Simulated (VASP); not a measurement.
Wanted: the native input for a VASP 6.6.1 run.

| Item | Value |
| --- | --- |
| Task | single point |
| Functional | PBEsol |
| Potentials or basis | VASP PAW PBE potentials, release 64 (Ba_sv) |
| Cutoff | 520 eV |
| k mesh | 14 × 14 × 14 |
| Occupations | gaussian, width 0.15 eV |
| Spin | no spin polarisation |
| Dipole correction | no |
| Further INCAR settings | ALGO = Normal; EDIFF = 1e-07; NBANDS = 11 |

The structure of Ba lies in POSCAR:

```
Ba
1.0
   -2.3750000000      2.3750000000      2.3750000000
    2.3750000000     -2.3750000000      2.3750000000
    2.3750000000      2.3750000000     -2.3750000000
Ba
1
Direct
    0.0000000000      0.0000000000      0.0000000000
```

This cell differs from its parent crystal: strain -0.050 along x and y, -0.050 along z.

One way to write it, as run:

INCAR

```
ALGO = Normal ; EDIFF = 1E-7
ENCUT = 520 ; GGA = PS
ISIF = 2 ; ISMEAR = 0
LASPH = T ; LCHARG = F
LREAL = F ; LWAVE = F
NBANDS = 11 ; NELM = 60
PREC = Accurate ; SIGMA = 0.15
```

KPOINTS

```
k-points
0
Gamma
  14 14 14
```

Potentials or basis: VASP PAW PBE potentials, release 64 (Ba_sv).

The run is started by

```sh
$ cat potpaw_PBE.64/Ba_sv/POTCAR > POTCAR
$ mpirun -np 1 vasp_std > vasp.out
```

It gave:

The pressure is 1.0 GPa and the band gap on the k mesh is zero (bands 5 and 6 overlap by 1.37 eV).

Caveat: the cell differs from its parent crystal (strain -0.050 along x and y, -0.050 along z); the PAW data sets were made with another functional, which shifts forces and pressure a little; spin-orbit coupling is left out, which moves the levels of the heavy elements.

Run time: 26 s on 1 thread of Intel(R) Xeon(R) Platinum 8259CL CPU @ 2.50GHz (Skylake/Cascade Lake), on a shared host, peak memory 0.21 GiB.
